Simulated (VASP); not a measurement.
# Rb in VASP: single point with PBE

Aim: the single point of Rb with PBE.

All numbers are computed with VASP 6.6.1; they aren't measurements. Logs are shortened: lines on timing, memory, paths and dates and some standing lists are left out, and cuts for length are marked.

**1. The cell of the first run**

The cell holds a sheet with vacuum, 4 atoms: a = 9.541 Å, b = 4.701 Å, c = 31.795 Å, α = 90.00°, β = 90.00°, γ = 89.16°.

**2. Single point, PBE**

Contents of INCAR:

```
PREC = Accurate ; ENCUT = 520
EDIFF = 1E-6 ; ISMEAR = 0
SIGMA = 0.2 ; LREAL = F
LASPH = T ; NELM = 60
ALGO = Normal ; ISIF = 2
LWAVE = F ; LCHARG = T
LDIPOL = T ; IDIPOL = 3
DIPOL = 0.5 0.5 0.267 ; GGA = PE
LELF = T ; LVHAR = T
LVACPOTAV = T ; NBANDS = 26
```

Contents of KPOINTS:

```
regular mesh
0
Gamma
  4 6 1
```

Contents of POSCAR:

```
Rb
1.0
    9.5412162961      0.0694367626      0.0000000000
    0.0345629794      4.7007281338      0.0000000000
    0.0000000000      0.0000000000     31.7945025011
Rb
4
Direct
   -0.0008073642      0.5263979282      0.2064597579
    0.5008880156      0.4780998667      0.2068832483
    0.2483367209      0.0383470449      0.3278882443
    0.7515826277     -0.0428448397      0.3281360087
```

Potentials or basis: VASP PAW PBE potentials, release 64 (Rb_sv).

Run with:

```bash
$ cat potpaw_PBE.64/Rb_sv/POTCAR > POTCAR
$ mpirun -np 1 vasp_std > vasp.out
```

OUTCAR:

```text
PREC = Accurate
   ENCUT = 520
   EDIFF = 1E-6
   ISMEAR = 0
   LREAL = F
   LASPH = T
   NELM = 60
   ISIF = 2
   GGA = PE

 ion  position               nearest neighbor table
   1  0.999  0.526  0.206-   2 4.76   2 4.79   4 4.95   3 5.07   3 5.15   4 5.28
   2  0.501  0.478  0.207-   1 4.76   1 4.79   3 5.00   4 5.08   4 5.14   3 5.23
   3  0.248  0.038  0.328-   4 4.76   4 4.81   2 5.00   1 5.07   1 5.15   2 5.23
   4  0.752  0.957  0.328-   3 4.76   3 4.81   1 4.95   2 5.08   2 5.14   1 5.28

  LATTYP: Found a simple monoclinic cell.
 ALAT       =     4.7008551975
 B/A-ratio  =     6.7635570903
 C/A-ratio  =     2.0297304548
 COS(beta)  =    -0.0146294623

  Lattice vectors:

 A1 = (   0.0345629794,   4.7007281338,   0.0000000000)
 A2 = (   0.0000000000,   0.0000000000, -31.7945025011)
 A3 = (  -9.5412162961,  -0.0694367626,   0.0000000000)

Analysis of symmetry for initial positions (statically):
=====================================================================
 Subroutine PRICEL returns:
 Original cell was already a primitive cell.

 Routine SETGRP: Setting up the symmetry group for a
 simple monoclinic supercell.

 Subroutine GETGRP returns: Found  1 space group operations
 (whereof  1 operations were pure point group operations)
 out of a pool of  4 trial point group operations.

The static configuration has the point symmetry C_1 .

Analysis of symmetry for dynamics (positions and initial velocities):
=====================================================================
 Subroutine PRICEL returns:
 Original cell was already a primitive cell.

 Routine SETGRP: Setting up the symmetry group for a
 simple monoclinic supercell.

 Subroutine GETGRP returns: Found  1 space group operations
 (whereof  1 operations were pure point group operations)
 out of a pool of  4 trial point group operations.

The dynamic configuration has the point symmetry C_1 .

 Subroutine INISYM returns: Found  1 space group operations
 (whereof  1 operations are pure point group operations),
 and found     1 'primitive' translations

----------------------------------------------------------------------------------------

                                     Primitive cell

  volume of cell :    1425.9282

  direct lattice vectors                    reciprocal lattice vectors
     9.541216296  0.069436763  0.000000000     0.104814049 -0.000770665  0.000000000
     0.034562979  4.700728134  0.000000000    -0.001548260  0.212744384  0.000000000
     0.000000000  0.000000000 31.794502501     0.000000000  0.000000000  0.031451978

  length of vectors
     9.541468958  4.700855197 31.794502501     0.104816882  0.212750018  0.031451978

  position of ions in fractional coordinates (direct lattice)
     0.999192636  0.526397928  0.206459758
     0.500888016  0.478099867  0.206883248
     0.248336721  0.038347045  0.327888244
     0.751582628  0.957155160  0.328136009

  ion indices of the primitive-cell ions
   primitive index   ion index
                 1           1
                 2           2
                 3           3
                 4           4

----------------------------------------------------------------------------------------

 KPOINTS: regular mesh

Automatic generation of k-mesh.
 Grid dimensions read from file:
 generate k-points for:    4    6    1

 Generating k-lattice:

  Cartesian coordinates                     Fractional coordinates (reciprocal lattice)
     0.026203512 -0.000192666  0.000000000     0.250000000 -0.000000000  0.000000000
    -0.000258043  0.035457397  0.000000000     0.000000000  0.166666667  0.000000000
     0.000000000  0.000000000  0.031451978     0.000000000  0.000000000  1.000000000

  Length of vectors
     0.026204221  0.035458336  0.031451978

  Shift w.r.t. Gamma in fractional coordinates (k-lattice)
     0.000000000  0.000000000  0.000000000

 Subroutine IBZKPT returns following result:
 ===========================================

 Found     14 irreducible k-points:

 Following reciprocal coordinates:
            Coordinates               Weight
  0.000000  0.000000  0.000000      1.000000
  0.250000  0.000000  0.000000      2.000000
  0.500000  0.000000  0.000000      1.000000
 -0.000000  0.166667  0.000000      2.000000
  0.250000  0.166667  0.000000      2.000000
  0.500000  0.166667  0.000000      2.000000
 -0.250000  0.166667  0.000000      2.000000
 -0.000000  0.333333  0.000000      2.000000
  0.250000  0.333333  0.000000      2.000000
  0.500000  0.333333  0.000000      2.000000
 -0.250000  0.333333  0.000000      2.000000
 -0.000000  0.500000  0.000000      1.000000
  0.250000  0.500000  0.000000      2.000000
  0.500000  0.500000  0.000000      1.000000
   k-points           NKPTS =     14   k-points in BZ     NKDIM =     14   number of bands    NBANDS=     26
   number of dos      NEDOS =    301   number of ions     NIONS =      4
   total plane-waves  NPLWV = 622080
   dimension x,y,z NGX =    72 NGY =   36 NGZ =  240
   dimension x,y,z NGXF=   144 NGYF=   72 NGZF=  480
   ions per type =               4
   NGX,Y,Z   is equivalent  to a cutoff of  12.54, 12.73, 12.55 a.u.
   NGXF,Y,Z  is equivalent  to a cutoff of  25.09, 25.46, 25.10 a.u.
 SYSTEM =  unknown system
   PREC   = accura    normal or accurate (medium, high low for compatibility)
   ISTART =      0    job   : 0-new  1-cont  2-samecut
   ICHARG =      2    charge: 1-file 2-atom 10-const
   ISPIN  =      1    spin polarized calculation?
   LNONCOLLINEAR =      F non collinear calculations
   LSORBIT =      F    spin-orbit coupling
   LASPH  =      T    aspherical Exc in radial PAW
   ENCUT  =  520.0 eV  38.22 Ry    6.18 a.u.  17.74  8.74 59.12*2*pi/ulx,y,z
   NELM   =     60;   NELMIN=  2; NELMDL= -5     # of ELM steps
   EDIFF  = 0.1E-05   stopping-criterion for ELM
   LREAL  =      F    real-space projection
   EDIFFG = 0.1E-04   stopping-criterion for IOM
   NSW    =      0    number of steps for IOM
   IBRION =     -1    ionic relax: 0-MD 1-quasi-New 2-CG
   NFREE  =      0    steps in history (QN), initial steepest desc. (CG)
   ISIF   =      2    stress and relaxation
   ISYM   =      2    0-nonsym 1-usesym 2-fastsym
   POTIM  = 0.5000    time-step for ionic-motion
   TEBEG  =    0.0;   TEEND  =   0.0 temperature during run
   PSTRESS=    0.0 pullay stress
   NELECT =      36.0000    total number of electrons
   NUPDOWN=      -1.0000    fix difference up-down
   EMIN   =  10.00;   EMAX   =-10.00  energy-range for DOS
   EFERMI =   0.00;   METHOD = LEGACY
   ISMEAR =     0;   SIGMA  =   0.20  broadening in eV -4-tet -1-fermi 0-gaus
   EFERMI_NEDOS =   21; number of points for ismear=-14 and -15
   IALGO  =     38    algorithm
   IMIX   =      4    mixing-type and parameters
     AMIX     =   0.40;   BMIX     =  1.00
     AMIX_MAG =   1.60;   BMIX_MAG =  1.00
  volume/ion in A,a.u.               =     356.48      2405.66
  Fermi-wavevector in a.u.,A,eV,Ry     =   0.480260  0.907560  3.138180  0.230650
  Thomas-Fermi vector in A             =   1.477720
   LORBIT       =      0    0 simple, 1 ext, 2 COOP (PROOUT), +10 PAW based schemes
   GGA     = PE    functional components
   LHFCALC =     F    Hartree Fock is set to
   AEXX    =    0.0000 exact exchange contribution
   IVDW    =     0    specifies the selected vdW correction
   LEPSILON=     F    determine dielectric tensor
   LRPA    =     F    only Hartree local field effects (RPA)
 non-spin polarized calculation
 Gauss-broadening in eV      SIGMA  =   0.20
  energy-cutoff  :      520.00
  volume of cell :     1425.93
 maximum number of plane-waves:     38424
 NGX is ok and might be reduce to    72
   NGX = 35   NGY = 17   NGZ =119

 number of electron      36.0000000 magnetization

 dipolmoment           0.000000      0.000000     -0.000046 electrons x Angstroem

 Free energy of the ion-electron system (eV)
  ---------------------------------------------------
  ext. energy  EPLUGINS =         0.00000000
  ---------------------------------------------------
  free energy    TOTEN  =        -3.27308512 eV

  energy without entropy =       -3.19449725  energy(sigma->0) =       -3.23379118

 E-fermi :  -1.6204     XC(G=0):  -1.8044

 val. band max:       -1.6489577894   @ k =   0.5000   0.1667   0.0000
 cond. band min:      -1.5858736037   @ k =   0.0000   0.0000   0.0000
 fundamental gap:      0.0630841857
 Fermi energy:        -1.6204210486

 k-point     1 :       0.0000    0.0000    0.0000
  band No.  band energies     occupation
      1     -30.7414      2.00000
      2     -30.7387      2.00000
      3     -30.7381      2.00000
      4     -30.7365      2.00000
      5     -14.8722      2.00000
      6     -14.8698      2.00000
[... 18 lines left out ...]
     25       0.1686      0.00000
     26       0.1711      0.00000

 k-point     2 :       0.2500    0.0000    0.0000
  band No.  band energies     occupation
      1     -30.7409      2.00000
      2     -30.7386      2.00000
      3     -30.7384      2.00000
      4     -30.7368      2.00000
      5     -14.8621      2.00000
      6     -14.8603      2.00000
[... 18 lines left out ...]
     25       0.2268      0.00000
     26       0.4872      0.00000

 k-point     3 :       0.5000    0.0000    0.0000
  band No.  band energies     occupation
      1     -30.7399      2.00000
      2     -30.7397      2.00000
      3     -30.7377      2.00000
      4     -30.7374      2.00000
      5     -14.8560      2.00000
      6     -14.8544      2.00000
[... 282 lines left out ...]
 k-point    13 :       0.2500    0.5000    0.0000
  band No.  band energies     occupation
      1     -30.7371      2.00000
      2     -30.7355      2.00000
      3     -30.7350      2.00000
      4     -30.7335      2.00000
      5     -14.8777      2.00000
      6     -14.8766      2.00000
[... 18 lines left out ...]
     25       0.2554      0.00000
     26       0.2768      0.00000

 k-point    14 :       0.5000    0.5000    0.0000
  band No.  band energies     occupation
      1     -30.7362      2.00000
      2     -30.7360      2.00000
      3     -30.7346      2.00000
      4     -30.7343      2.00000
      5     -14.8731      2.00000
      6     -14.8728      2.00000
[... 18 lines left out ...]
     25       0.3574      0.00000
     26       0.3907      0.00000

------------------------ aborting loop because EDIFF is reached ----------------------------------------

  FORCE on cell =-STRESS in cart. coord.  units (eV):
  Direction    XX          YY          ZZ          XY          YZ          ZX
  --------------------------------------------------------------------------------------
  -------------------------------------------------------------------------------------
  Total       -0.0066235      0.0010954      0.0527518      0.0280113      0.0098685     -0.0090554
  in kB       -0.0074422      0.0012308      0.0592721      0.0314736      0.0110883     -0.0101747
  external PRESSURE =       0.0176869 kB  Pullay stress =       0.0000000 kB

 VOLUME and BASIS-vectors are now :
 -----------------------------------------------------------------------------
  energy-cutoff  :      520.00
  volume of cell :     1425.93
      direct lattice vectors                 reciprocal lattice vectors
     9.541216296  0.069436763  0.000000000     0.104814049 -0.000770665  0.000000000
     0.034562979  4.700728134  0.000000000    -0.001548260  0.212744384  0.000000000
     0.000000000  0.000000000 31.794502501     0.000000000  0.000000000  0.031451978

 POSITION                                       TOTAL-FORCE (eV/Angst)
 -----------------------------------------------------------------------------------
      9.55171      2.54383      6.56429         0.005208      0.001587     -0.009265
      4.79561      2.28220      6.57775        -0.002889     -0.004152     -0.005815
      2.37076      0.19750     10.42504         0.006499      0.005472      0.006435
      7.20409      4.55151     10.43292        -0.008818     -0.002907      0.008645
 -----------------------------------------------------------------------------------
    total drift:                                0.000012     -0.000002     -0.000061

  FREE ENERGIE OF THE ION-ELECTRON SYSTEM (eV)
  ---------------------------------------------------
  free  energy   TOTEN  =        -3.2730851218 eV

  energy  without entropy=       -3.1944972455  energy(sigma->0) =       -3.23379118

 vacuum level on the upper side and lower side of the slab         0.642         0.642
```

Wall time 16 min (1 thread of Intel Xeon Platinum 8275CL at 3.00GHz (Skylake/Cascade Lake), shared host); peak memory 1.2 GiB.

Results:

| Quantity | Value |
| --- | --- |
| Free energy | -3.2731 eV |
| Largest force | 0.013 eV/Å |
| Band gap on the k mesh | zero (bands 18 and 19 overlap by 1.09 eV) |

Forces on the atoms (eV/Å):
```
Rb   0.005  0.002 -0.009
Rb  -0.003 -0.004 -0.006
Rb   0.006  0.005  0.006
Rb  -0.009 -0.003  0.009
```

The gap in the log of VASP goes by the Fermi energy; the results here count the filled bands.